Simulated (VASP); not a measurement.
Here is a VASP 6.6.1 calculation.

The input INCAR:

```
SYSTEM = Ba
PREC = Accurate ; ENCUT = 500
EDIFF = 1E-6 ; ISMEAR = -1
SIGMA = 0.06 ; LREAL = .FALSE.
LASPH = .TRUE. ; NELM = 120
ALGO = Normal ; ISIF = 2
LWAVE = .FALSE. ; LCHARG = .FALSE.
GGA = PE ; NBANDS = 11
GGA_COMPAT = .FALSE.
```

Contents of KPOINTS:

```
regular mesh
0
G
  4 4 4
  0 0 0
```

POSCAR

```
Ba
1.0
    3.9996500000      0.0000000000      0.0000000000
    0.0000000000      3.9996500000      0.0000000000
    0.0000000000      0.0000000000      3.6055390000
Ba
1
Direct
    0.5000000000      0.5000000000      0.5000000000
```

Potentials or basis: VASP PAW PBE potentials, release 64 (Ba_sv).

Run with:

```bash
$ cat potpaw_PBE.64/Ba_sv/POTCAR > POTCAR
$ mpirun -np 1 vasp_std > vasp.out
```

Q: Predict the pressure.

A: 0.5 GPa.

Q: What does it give for the band gap on the k mesh?

A: Zero (band 5 reaches 1.69 eV, above the bottom of band 6 at 1.51 eV).

Stress tensor (GPa, compression positive):
```
-0.76  0.00  0.00
 0.00 -0.76  0.00
 0.00  0.00  3.13
```

Caveat: the k points lie up to 0.44 Å⁻¹ apart; spin-orbit coupling is left out, which moves the levels of the heavy elements.
